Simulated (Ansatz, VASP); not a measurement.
# WS2 in VASP and in Ansatz

INCAR

```
ALGO     = Normal         # electronic algorithm
EDIFF    = 1E-6           # SCF threshold, eV
ENCUT    = 520            # plane-wave cutoff, eV
GGA      = PS             # functional
ISIF     = 2              # what is computed and relaxed
ISMEAR   = 0              # smearing method
LASPH    = T              # aspherical terms in the spheres
LCHARG   = F              # write CHGCAR
LREAL    = F              # projectors in reciprocal space
LWAVE    = F              # write WAVECAR
NBANDS   = 20             # bands
NELM     = 100            # most SCF steps
PREC     = Accurate       # precision mode
SIGMA    = 0.05           # smearing width, eV
```

The input KPOINTS:

```
k-points
0
Gamma
  12 12 12
```

The input POSCAR:

```
WS2
1.0
    1.5265893002      0.8813767434      6.4660217133
   -1.5265893002      0.8813767434      6.4660217133
    0.0000000000     -1.7627534868      6.4660217133
W S
1 2
Direct
    0.9993284863      0.9993284863      0.9993284863
    0.7479630314      0.7479630314      0.7479630314
    0.5840084823      0.5840084823      0.5840084823
```

Input for Ansatz:

```yaml
crystal:
  lattice:
    - [1.5265893002, 0.8813767434, 6.4660217133]
    - [-1.5265893002, 0.8813767434, 6.4660217133]
    - [0.0, -1.7627534868, 6.4660217133]
  atoms:
    - { symbol: W, position: [0.9993284863, 0.9993284863, 0.9993284863] }
    - { symbol: S, position: [0.7479630314, 0.7479630314, 0.7479630314] }
    - { symbol: S, position: [0.5840084823, 0.5840084823, 0.5840084823] }
basis:
  ecutwfc: 420
kpoints:
  mp_grid: { grid: [12, 12, 12] }
hamiltonian:
  xc: pbesol
scf:
  occupations: { method: gaussian, width: 0.05 }
output:
  forces: true
  stress: true
  eigenvalues: true
```

Change from the starting cell: strain -0.030 along x and y, +0.015 along z, atoms carried along.

Alike in both runs: task single point; functional PBEsol; k mesh 12 × 12 × 12; occupations gaussian, width 0.05 eV; no spin polarisation.

|  | VASP | Ansatz |
| --- | --- | --- |
| version | VASP 6.6.1 | Ansatz 0.2.0 |
| potentials or method | VASP PAW PBE potentials, release 64 (W_sv, S), cutoff 520 eV | scalar-relativistic, plane waves, PAW |
| valence electrons in the cell | 26 | 26 |

|  | VASP | Ansatz | Ansatz less VASP |
| --- | --- | --- | --- |
| gap on the k mesh at the Fermi level (eV) | 1.32 | 1.31 | -0.015 |
| least direct gap on the mesh (eV) | 2.39 | 2.39 | -0.006 |
| pressure (GPa) | 8.1 | 8.0 | -0.15 |
| traceless stress, the component that is largest in VASP (GPa) | -5.36 | -5.37 | -0.008 |
| rms of the force components (eV/Å) | 0.133 | 0.122 | -0.0108 |

VASP's potentials were made for PBE, not for PBEsol. Atom by atom the forces differ by 0.011 eV/Å (rms over components).

Spin-orbit coupling is off throughout.
